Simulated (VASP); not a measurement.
# CdS (Hawleyite) (F-43m) in VASP: single point with PBEsol

Aim: the single point of CdS (Hawleyite) with PBEsol.

Program: VASP 6.6.1. These are calculated values, not measurements. Logs are shortened: lines on timing, memory, paths and dates and some standing lists are left out, and cuts for length are marked.

**1. The cell of the first run**

The structure is cubic, space group F-43m (No. 216). The conventional cell has a = 5.833 Å, b = 5.833 Å, c = 5.833 Å, α = 90.00°, β = 90.00°, γ = 90.00°. Within 3.3 Å of Cd (site symmetry -43m) lie 4 S at 2.53 Å. S (site symmetry -43m) has 4 Cd at 2.53 Å within 3.3 Å.

**2. Single point, PBEsol**

The input, INCAR:

```
PREC = Accurate ; ENCUT = 500
EDIFF = 1E-6 ; ISMEAR = 0
SIGMA = 0.01 ; LREAL = False
LASPH = True ; NELM = 120
ALGO = Normal ; ISIF = 2
LWAVE = False ; LCHARG = False
GGA = PS ; NBANDS = 16
GGA_COMPAT = False
```

The input, KPOINTS:

```
regular mesh
0
Gamma
  7 7 7
```

The input, POSCAR:

```
CdS
1.0
    0.0000000000      2.9165000000      2.9165000000
    2.9165000000      0.0000000000      2.9165000000
    2.9165000000      2.9165000000      0.0000000000
Cd S
1 1
Direct
    0.0000000000      0.0000000000      0.0000000000
    0.2500000000      0.2500000000      0.2500000000
```

Potentials or basis: VASP PAW PBE potentials, release 64 (Cd, S).

Command:

```
$ cat potpaw_PBE.64/Cd/POTCAR potpaw_PBE.64/S/POTCAR > POTCAR
$ mpirun -np 1 vasp_std > vasp.out
```

OUTCAR:

```text
PREC = Accurate
   ENCUT = 500
   EDIFF = 1E-6
   ISMEAR = 0
   LREAL = False
   LASPH = True
   NELM = 120
   ISIF = 2
   GGA = PS

 ion  position               nearest neighbor table
   1  0.000  0.000  0.000-   2 2.53   2 2.53   2 2.53   2 2.53
   2  0.250  0.250  0.250-   1 2.53   1 2.53   1 2.53   1 2.53

  LATTYP: Found a face centered cubic cell.
 ALAT       =     5.8330000000

  Lattice vectors:

 A1 = (   0.0000000000,   2.9165000000,   2.9165000000)
 A2 = (   2.9165000000,   0.0000000000,   2.9165000000)
 A3 = (   2.9165000000,   2.9165000000,   0.0000000000)

Analysis of symmetry for initial positions (statically):
=====================================================================
 Subroutine PRICEL returns:
 Original cell was already a primitive cell.

 Routine SETGRP: Setting up the symmetry group for a
 face centered cubic supercell.

 Subroutine GETGRP returns: Found 24 space group operations
 (whereof 24 operations were pure point group operations)
 out of a pool of 48 trial point group operations.

The static configuration has the point symmetry T_d .

Analysis of symmetry for dynamics (positions and initial velocities):
=====================================================================
 Subroutine PRICEL returns:
 Original cell was already a primitive cell.

 Routine SETGRP: Setting up the symmetry group for a
 face centered cubic supercell.

 Subroutine GETGRP returns: Found 24 space group operations
 (whereof 24 operations were pure point group operations)
 out of a pool of 48 trial point group operations.

The dynamic configuration has the point symmetry T_d .

 Subroutine INISYM returns: Found 24 space group operations
 (whereof 24 operations are pure point group operations),
 and found     1 'primitive' translations

----------------------------------------------------------------------------------------

                                     Primitive cell

  volume of cell :      49.6153

  direct lattice vectors                    reciprocal lattice vectors
     0.000000000  2.916500000  2.916500000    -0.171438368  0.171438368  0.171438368
     2.916500000  0.000000000  2.916500000     0.171438368 -0.171438368  0.171438368
     2.916500000  2.916500000  0.000000000     0.171438368  0.171438368 -0.171438368

  length of vectors
     4.124553855  4.124553855  4.124553855     0.296939964  0.296939964  0.296939964

  position of ions in fractional coordinates (direct lattice)
     0.000000000  0.000000000  0.000000000
     0.250000000  0.250000000  0.250000000

  ion indices of the primitive-cell ions
   primitive index   ion index
                 1           1
                 2           2

----------------------------------------------------------------------------------------

 KPOINTS: regular mesh

Automatic generation of k-mesh.
 Grid dimensions read from file:
 generate k-points for:    7    7    7

 Generating k-lattice:

  Cartesian coordinates                     Fractional coordinates (reciprocal lattice)
    -0.024491195  0.024491195  0.024491195     0.142857143  0.000000000  0.000000000
     0.024491195 -0.024491195  0.024491195     0.000000000  0.142857143  0.000000000
     0.024491195  0.024491195 -0.024491195     0.000000000  0.000000000  0.142857143

  Length of vectors
     0.042419995  0.042419995  0.042419995

  Shift w.r.t. Gamma in fractional coordinates (k-lattice)
     0.000000000  0.000000000  0.000000000

 Subroutine IBZKPT returns following result:
 ===========================================

 Found     20 irreducible k-points:

 Following reciprocal coordinates:
            Coordinates               Weight
  0.000000  0.000000  0.000000      1.000000
  0.142857  0.000000  0.000000      8.000000
  0.285714  0.000000  0.000000      8.000000
  0.428571  0.000000  0.000000      8.000000
  0.142857  0.142857  0.000000      6.000000
  0.285714  0.142857  0.000000     24.000000
[... 12 lines left out ...]
 -0.428571  0.428571  0.142857     24.000000
 -0.285714  0.428571  0.142857     24.000000
   k-points           NKPTS =     20   k-points in BZ     NKDIM =     20   number of bands    NBANDS=     16
   number of dos      NEDOS =    301   number of ions     NIONS =      2
   total plane-waves  NPLWV =  27000
   dimension x,y,z NGX =    30 NGY =   30 NGZ =   30
   dimension x,y,z NGXF=    60 NGYF=   60 NGZF=   60
   ions per type =               1   1
   NGX,Y,Z   is equivalent  to a cutoff of  12.09, 12.09, 12.09 a.u.
   NGXF,Y,Z  is equivalent  to a cutoff of  24.18, 24.18, 24.18 a.u.
 SYSTEM =  unknown system
   PREC   = accura    normal or accurate (medium, high low for compatibility)
   ISTART =      0    job   : 0-new  1-cont  2-samecut
   ICHARG =      2    charge: 1-file 2-atom 10-const
   ISPIN  =      1    spin polarized calculation?
   LNONCOLLINEAR =      F non collinear calculations
   LSORBIT =      F    spin-orbit coupling
   LASPH  =      T    aspherical Exc in radial PAW
   ENCUT  =  500.0 eV  36.75 Ry    6.06 a.u.   7.52  7.52  7.52*2*pi/ulx,y,z
   NELM   =    120;   NELMIN=  2; NELMDL= -5     # of ELM steps
   EDIFF  = 0.1E-05   stopping-criterion for ELM
   LREAL  =      F    real-space projection
   EDIFFG = 0.1E-04   stopping-criterion for IOM
   NSW    =      0    number of steps for IOM
   IBRION =     -1    ionic relax: 0-MD 1-quasi-New 2-CG
   NFREE  =      0    steps in history (QN), initial steepest desc. (CG)
   ISIF   =      2    stress and relaxation
   ISYM   =      2    0-nonsym 1-usesym 2-fastsym
   POTIM  = 0.5000    time-step for ionic-motion
   TEBEG  =    0.0;   TEEND  =   0.0 temperature during run
   PSTRESS=    0.0 pullay stress
   NELECT =      18.0000    total number of electrons
   NUPDOWN=      -1.0000    fix difference up-down
   EMIN   =  10.00;   EMAX   =-10.00  energy-range for DOS
   EFERMI =   0.00;   METHOD = LEGACY
   ISMEAR =     0;   SIGMA  =   0.01  broadening in eV -4-tet -1-fermi 0-gaus
   EFERMI_NEDOS =   21; number of points for ismear=-14 and -15
   IALGO  =     38    algorithm
   IMIX   =      4    mixing-type and parameters
     AMIX     =   0.40;   BMIX     =  1.00
     AMIX_MAG =   1.60;   BMIX_MAG =  1.00
  volume/ion in A,a.u.               =      24.81       167.41
  Fermi-wavevector in a.u.,A,eV,Ry     =   1.167599  2.206442 18.548649  1.363287
  Thomas-Fermi vector in A             =   2.304097
   LORBIT       =      0    0 simple, 1 ext, 2 COOP (PROOUT), +10 PAW based schemes
   GGA     = PS    functional components
   LHFCALC =     F    Hartree Fock is set to
   AEXX    =    0.0000 exact exchange contribution
   IVDW    =     0    specifies the selected vdW correction
   LEPSILON=     F    determine dielectric tensor
   LRPA    =     F    only Hartree local field effects (RPA)
 non-spin polarized calculation
 Gauss-broadening in eV      SIGMA  =   0.01
  energy-cutoff  :      500.00
  volume of cell :       49.62
 maximum number of plane-waves:      1275
 NGX is ok and might be reduce to    30
   NGX = 15   NGY = 15   NGZ = 15

 number of electron      18.0000003 magnetization

 Free energy of the ion-electron system (eV)
  ---------------------------------------------------
  ext. energy  EPLUGINS =         0.00000000
  ---------------------------------------------------
  free energy    TOTEN  =        -6.81282050 eV

  energy without entropy =       -6.81282050  energy(sigma->0) =       -6.81282050

 E-fermi :   1.2828     XC(G=0):  -9.3780

 val. band max:        1.2128986043   @ k =   0.0000   0.0000   0.0000
 cond. band min:       2.2203251577   @ k =   0.0000   0.0000   0.0000
 fundamental gap:      1.0074265534
 Fermi energy:         1.2828015707

 k-point     1 :       0.0000    0.0000    0.0000
  band No.  band energies     occupation
      1     -11.1718      2.00000
      2      -6.5172      2.00000
      3      -6.5172      2.00000
      4      -6.5172      2.00000
      5      -6.0291      2.00000
      6      -6.0291      2.00000
[... 8 lines left out ...]
     15      12.6583      0.00000
     16      12.6583      0.00000

 k-point     2 :       0.1429    0.0000    0.0000
  band No.  band energies     occupation
      1     -11.0896      2.00000
      2      -6.4880      2.00000
      3      -6.4880      2.00000
      4      -6.4474      2.00000
      5      -6.0303      2.00000
      6      -6.0303      2.00000
[... 8 lines left out ...]
     15      11.9278      0.00000
     16      12.9638      0.00000

 k-point     3 :       0.2857    0.0000    0.0000
  band No.  band energies     occupation
      1     -10.9037      2.00000
      2      -6.4316      2.00000
      3      -6.4316      2.00000
      4      -6.1863      2.00000
      5      -6.0205      2.00000
      6      -6.0205      2.00000
[... 8 lines left out ...]
     15      11.9164      0.00000
     16      12.1584      0.00000

 k-point     4 :       0.4286    0.0000    0.0000
  band No.  band energies     occupation
      1     -10.7548      2.00000
      2      -6.3990      2.00000
      3      -6.3990      2.00000
      4      -5.9960      2.00000
      5      -5.9960      2.00000
      6      -5.7526      2.00000
[... 8 lines left out ...]
     15      13.2225      0.00000
     16      13.2225      0.00000

 k-point     5 :       0.1429    0.1429    0.0000
  band No.  band energies     occupation
      1     -11.0625      2.00000
      2      -6.4624      2.00000
      3      -6.4594      2.00000
      4      -6.4594      2.00000
      5      -6.0498      2.00000
      6      -6.0124      2.00000
[... 8 lines left out ...]
     15      12.7912      0.00000
     16      13.9824      0.00000

 k-point     6 :       0.2857    0.1429    0.0000
  band No.  band energies     occupation
      1     -10.9117      2.00000
      2      -6.4244      2.00000
      3      -6.3962      2.00000
      4      -6.2812      2.00000
      5      -6.0424      2.00000
      6      -5.9965      2.00000
[... 8 lines left out ...]
     15      12.7626      0.00000
     16      13.8413      0.00000

 k-point     7 :       0.4286    0.1429    0.0000
  band No.  band energies     occupation
      1     -10.7517      2.00000
      2      -6.3878      2.00000
      3      -6.3556      2.00000
      4      -6.0827      2.00000
      5      -5.9830      2.00000
      6      -5.8107      2.00000
[... 8 lines left out ...]
     15      13.4933      0.00000
     16      13.6215      0.00000

 k-point     8 :      -0.4286    0.1429    0.0000
  band No.  band energies     occupation
      1     -10.7030      2.00000
      2      -6.3767      2.00000
      3      -6.3553      2.00000
      4      -6.0252      2.00000
      5      -6.0002      2.00000
      6      -5.6014      2.00000
[... 8 lines left out ...]
     15      13.0148      0.00000
     16      13.6083      0.00000

 k-point     9 :      -0.2857    0.1429    0.0000
  band No.  band energies     occupation
      1     -10.8006      2.00000
      2      -6.3917      2.00000
      3      -6.3869      2.00000
      4      -6.0711      2.00000
      5      -6.0383      2.00000
      6      -5.9126      2.00000
[... 8 lines left out ...]
     15      13.1275      0.00000
     16      13.6944      0.00000
[... 96 lines left out ...]
 k-point    15 :       0.4286    0.4286    0.0000
  band No.  band energies     occupation
      1     -10.6253      2.00000
      2      -6.3008      2.00000
      3      -6.1838      2.00000
      4      -6.1838      2.00000
      5      -5.9447      2.00000
      6      -5.6761      2.00000
[... 8 lines left out ...]
     15      13.5018      0.00000
     16      15.2355      0.00000

 k-point    16 :      -0.4286    0.4286    0.0000
  band No.  band energies     occupation
      1     -10.5998      2.00000
      2      -6.3034      2.00000
      3      -6.1824      2.00000
      4      -6.1609      2.00000
      5      -5.9568      2.00000
      6      -5.5139      2.00000
[... 8 lines left out ...]
     15      13.8172      0.00000
     16      14.8354      0.00000

 k-point    17 :       0.4286    0.2857    0.1429
  band No.  band energies     occupation
      1     -10.7749      2.00000
      2      -6.3637      2.00000
      3      -6.3421      2.00000
      4      -6.1601      2.00000
      5      -5.9991      2.00000
      6      -5.9018      2.00000
[... 8 lines left out ...]
     15      13.6773      0.00000
     16      15.1197      0.00000

 k-point    18 :      -0.4286    0.2857    0.1429
  band No.  band energies     occupation
      1     -10.6672      2.00000
      2      -6.3400      2.00000
      3      -6.3034      2.00000
      4      -6.0821      2.00000
      5      -5.9993      2.00000
      6      -5.5797      2.00000
[... 8 lines left out ...]
     15      13.4208      0.00000
     16      14.5795      0.00000

 k-point    19 :      -0.4286    0.4286    0.1429
  band No.  band energies     occupation
      1     -10.6209      2.00000
      2      -6.2930      2.00000
      3      -6.2491      2.00000
      4      -6.1331      2.00000
      5      -5.9741      2.00000
      6      -5.5389      2.00000
[... 8 lines left out ...]
     15      14.1565      0.00000
     16      14.4911      0.00000

 k-point    20 :      -0.2857    0.4286    0.1429
  band No.  band energies     occupation
      1     -10.6099      2.00000
      2      -6.3053      2.00000
      3      -6.2539      2.00000
      4      -6.0818      2.00000
      5      -6.0117      2.00000
      6      -5.4200      2.00000
[... 8 lines left out ...]
     15      13.4433      0.00000
     16      15.1585      0.00000

------------------------ aborting loop because EDIFF is reached ----------------------------------------

  FORCE on cell =-STRESS in cart. coord.  units (eV):
  Direction    XX          YY          ZZ          XY          YZ          ZX
  --------------------------------------------------------------------------------------
  -------------------------------------------------------------------------------------
  Total        0.0357749      0.0357749      0.0357749      0.0000000      0.0000000      0.0000000
  in kB        1.1552408      1.1552408      1.1552408      0.0000000      0.0000000      0.0000000
  external PRESSURE =       1.1552408 kB  Pullay stress =       0.0000000 kB

 VOLUME and BASIS-vectors are now :
 -----------------------------------------------------------------------------
  energy-cutoff  :      500.00
  volume of cell :       49.62
      direct lattice vectors                 reciprocal lattice vectors
     0.000000000  2.916500000  2.916500000    -0.171438368  0.171438368  0.171438368
     2.916500000  0.000000000  2.916500000     0.171438368 -0.171438368  0.171438368
     2.916500000  2.916500000  0.000000000     0.171438368  0.171438368 -0.171438368

 POSITION                                       TOTAL-FORCE (eV/Angst)
 -----------------------------------------------------------------------------------
      0.00000      0.00000      0.00000         0.000000     -0.000000     -0.000000
      1.45825      1.45825      1.45825        -0.000000      0.000000      0.000000
 -----------------------------------------------------------------------------------
    total drift:                               -0.000000     -0.000000     -0.000000

  FREE ENERGIE OF THE ION-ELECTRON SYSTEM (eV)
  ---------------------------------------------------
  free  energy   TOTEN  =        -6.8128205006 eV

  energy  without entropy=       -6.8128205006  energy(sigma->0) =       -6.81282050
```

It took 12 s on 1 thread of Intel Xeon Platinum 8559C (Emerald Rapids), shared host; peak memory 0.17 GiB.

What came out:

```yaml
Free_energy: -6.8128 eV
Pressure: 0.1 GPa
Band_gap_on_the_k_mesh: 1.01 eV, direct
```

Levels at points of the mesh, in eV from the valence-band top:
```tsv
k point	band 5	band 6	band 7	band 8	band 9	band 10	band 11	band 12	band 13	band 14
(0.00, 0.00, 0.00)	-7.24	-7.24	0.00	0.00	0.00	1.01	6.44	6.44	6.44	11.21
```

Caveat: the PAW data sets were made with another functional, which shifts forces and pressure a little.
